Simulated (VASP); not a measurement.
Rh:

```xyz
2
Lattice="2.7310 0.0000 0.0000 -1.3655 2.3651 0.0000 0.0000 0.0000 4.4285" Properties=species:S:1:pos:R:3 pbc="T T T"
Rh    1.3655    0.7884    3.3214
Rh    0.0000    1.5767    1.1071
```

* Program: VASP 6.6.1
* Task: relaxation of cell and atoms
* Functional: PBEsol
* Potentials or basis: VASP PAW PBE potentials, release 64 (Rh_pv)
* Cutoff: 500 eV
* k mesh: 9 × 9 × 5
* Occupations: gaussian, width 0.05 eV
* Spin: no spin polarisation

At the start: pressure -13.8 GPa; volume 14.30 Å³/atom.

How do energy, volume and symmetry change on relaxing?

Over 4 steps the energy falls by 34.2 meV/atom and the volume is 13.56 Å³/atom (-5.2 %); space group P6_3/mmc (No. 194, to 0.05 Å).

Step by step:
| step | energy change (eV) | largest force (eV/Å) | pressure (GPa) | volume (Å³) |
| --- | --- | --- | --- | --- |
| 1 | 0.0000 | 0.0000 | -13.80 | 28.60 |
| 2 | 0.4077 | 0.0000 | 52.76 | 23.80 |
| 3 | -0.0682 | 0.0000 | -0.74 | 27.17 |
| 4 | -0.0684 | 0.0000 | -0.14 | 27.11 |

Final structure:
```yaml
crystal:
  lattice:
    - [2.68248, 0.00000, 0.00000]
    - [-1.34124, 2.32310, 0.00000]
    - [0.00000, 0.00000, 4.35042]
  atoms:
    - { symbol: Rh, position: [0.66667, 0.33333, 0.75000] }
    - { symbol: Rh, position: [0.33333, 0.66667, 0.25000] }
```

Caveat: the PAW data sets were made with another functional, which shifts forces and pressure a little.
